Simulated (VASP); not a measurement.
Here is a VASP 6.6.1 calculation.

File INCAR:

```
SYSTEM = As
  PREC = Accurate
  ENCUT = 520
  EDIFF = 1E-6
  ISMEAR = -1
  SIGMA = 0.08
  LREAL = .FALSE.
  LASPH = .TRUE.
  NELM = 60
  ALGO = Normal
  ISIF = 2
  LWAVE = .FALSE.
  LCHARG = .FALSE.
  GGA = PS
  NBANDS = 12
```

KPOINTS

```
regular mesh
0
G
  11 11 11
  0 0 0
```

The input POSCAR:

```
As
1.0
    0.0000000000      2.6392049891      2.6392049891
    2.6392049891      0.0000000000      2.6392049891
    2.6392049891      2.6392049891      0.0000000000
As
2
Direct
   -0.1250000000     -0.1250000000     -0.1250000000
    0.1250000000      0.1250000000      0.1250000000
```

Potentials or basis: VASP PAW PBE potentials, release 64 (As).

Run with:

```bash
$ cat potpaw_PBE.64/As/POTCAR > POTCAR
$ mpirun -np 1 vasp_std > vasp.out
```

(1) Predict the band gap on the k mesh.

(2) Estimate the pressure.

## Answers

(1) zero (band 5 reaches 8.34 eV, above the bottom of band 6 at 5.91 eV).

(2) 42.4 GPa.

Caveat: the PAW data sets were made with another functional, which shifts forces and pressure a little.
